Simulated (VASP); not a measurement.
**Pt: single point with PBEsol**

The system is Pt.

```
Pt
1.0
    -1.73599    1.56044    1.73599
     1.38489   -1.56044    1.38489
     1.73599    1.56044   -1.73599
Pt
1
Direct
  0.00000 0.00000 0.00000
```

This cell differs from its parent crystal: engineering shear strain xz -0.2250, engineering shear strain yz +0.0000.

```
Program             : VASP 6.6.1
Task                : single point
Functional          : PBEsol
Potentials or basis : VASP PAW PBE potentials, release 64 (Pt)
Cutoff              : 520 eV
k mesh              : 20 × 20 × 20
Occupations         : gaussian, width 0.15 eV
Spin                : no spin polarisation
```

- Pressure: 19.5 GPa
- Band gap on the k mesh: zero (bands 5 and 6 overlap by 4.19 eV)

Stress tensor (GPa, compression positive):
```
14.63  0.00 37.81
 0.00 29.27  0.00
37.81  0.00 14.63
```

Levels at points of the mesh, in eV from the Fermi level:
| k point | band 2 | band 3 | band 4 | band 5 | band 6 | band 7 | band 8 | band 9 |
| --- | --- | --- | --- | --- | --- | --- | --- | --- |
| (0.00, 0.00, 0.00) | -5.59 | -4.46 | -2.13 | -0.85 | -0.13 | 14.62 | 17.40 | 18.97 |
| (0.50, 0.00, 0.00) | -5.62 | -1.13 | -0.62 | 0.17 | 0.74 | 7.37 | 11.83 | 18.36 |
| (0.00, 0.50, 0.00) | -4.83 | -2.04 | -1.62 | 2.10 | 2.54 | 10.00 | 11.98 | 14.79 |
| (0.50, 0.00, 0.50) | -6.35 | -1.32 | 0.00 | 0.23 | 0.53 | 4.09 | 15.07 | 17.95 |
| (0.50, 0.50, 0.50) | -6.42 | -0.97 | 0.30 | 2.38 | 7.72 | 8.02 | 8.54 | 14.61 |

Run time: 99 s on 1 thread of Intel(R) Xeon(R) Platinum 8375C CPU @ 2.90GHz (Ice Lake) (shared host), peak memory 0.3 GiB.

Caveat: the cell differs from its parent crystal (engineering shear strain xz -0.2250, engineering shear strain yz +0.0000); the cell stands under pressure; the PAW data sets were made with another functional, which shifts forces and pressure a little; spin-orbit coupling is left out, which moves the levels of the heavy elements.
